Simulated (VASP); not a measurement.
Write the native input for VASP 6.6.1 that does the following.

```
Task                   : single point
Functional             : LDA
Potentials or basis    : VASP PAW LDA potentials, release 64 (Sb)
Cutoff                 : 520 eV
k mesh                 : 6 × 6 × 4
Occupations            : fermi-dirac, width 0.05 eV
Spin                   : no spin polarisation
Dipole correction      : no
Further INCAR settings : ALGO = Normal; EDIFF = 1e-07; NBANDS = 18
```

The structure of Sb lies in POSCAR:

```
Sb
1.0
    4.5576856421      0.0000000000      0.0000000000
    0.0000000000      4.4503796612      0.0000000000
   -1.3292644138      0.0000000000      6.4064972283
Sb
4
Direct
    0.3399300000      0.2500000000      0.6836700000
    0.9366380000      0.7500000000      0.7627580000
    0.0633620000      0.2500000000      0.2372420000
    0.6600700000      0.7500000000      0.3163300000
```

This cell differs from its parent crystal: volume scaled by 1.02.

These files were run (other wordings do the same):

INCAR

```
SYSTEM = Sb
  ALGO = Normal
  EDIFF = 1E-7
  ENCUT = 520
  GGA = CA
  ISIF = 2
  ISMEAR = -1
  LASPH = .TRUE.
  LCHARG = .FALSE.
  LREAL = .FALSE.
  LWAVE = .FALSE.
  NBANDS = 18
  NELM = 80
  PREC = Accurate
  SIGMA = 0.05
```

KPOINTS

```
k-points
0
G
  6 6 4
  0 0 0
```

Potentials or basis: VASP PAW LDA potentials, release 64 (Sb).

The run is started by

```sh
$ cat potpaw_LDA.64/Sb/POTCAR > POTCAR
$ mpirun -np 1 vasp_std > vasp.out
```

Results of the run:

```
Pressure               : -4.0 GPa
Largest force          : 0.291 eV/Å
Band gap on the k mesh : zero (band 10 reaches 6.21 eV, above the bottom of band 11 at 5.76 eV)
```

Caveat: spin-orbit coupling is left out, which moves the levels of the heavy elements.

It took 98 s on 1 thread of Intel(R) Xeon(R) Platinum 8488C (Sapphire Rapids) (shared host), peak memory 0.25 GiB.
